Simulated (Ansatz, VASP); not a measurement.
# HfC in VASP and in Ansatz

```
CELL_PARAMETERS angstrom
0.00000 2.28283 2.28283
2.28283 0.00000 2.28283
2.28283 2.28283 0.00000
ATOMIC_POSITIONS crystal
Hf 0.50000 0.50000 0.50000
C 0.00000 0.00000 0.00000
```

Alike in both runs: task single point; functional PBE; dispersion D4; k mesh 8 × 8 × 8; occupations gaussian, width 0.05 eV; no spin polarisation.

|  | VASP | Ansatz |
| --- | --- | --- |
| version | VASP 6.6.1 | Ansatz 0.2.0 |
| potentials or method | VASP PAW PBE potentials, release 64 (Hf_pv, C), cutoff 520 eV | scalar-relativistic, plane waves, PAW |
| valence electrons in the cell | 14 | 30 |

VASP gave:

```
gap on the k mesh at the Fermi level (eV) : none
pressure (GPa)                            : 10.1
```

Question: What did Ansatz give for the same quantities?

Answer: gap on the k mesh at the Fermi level (eV): none; pressure (GPa): 10.6.

A gap of «none» marks a metal or a gap that the smearing closes. VASP's potentials hold 14 valence electrons a cell and Ansatz's 30, so a difference there can come from the potentials and not from the codes.

Spin-orbit coupling is off throughout.
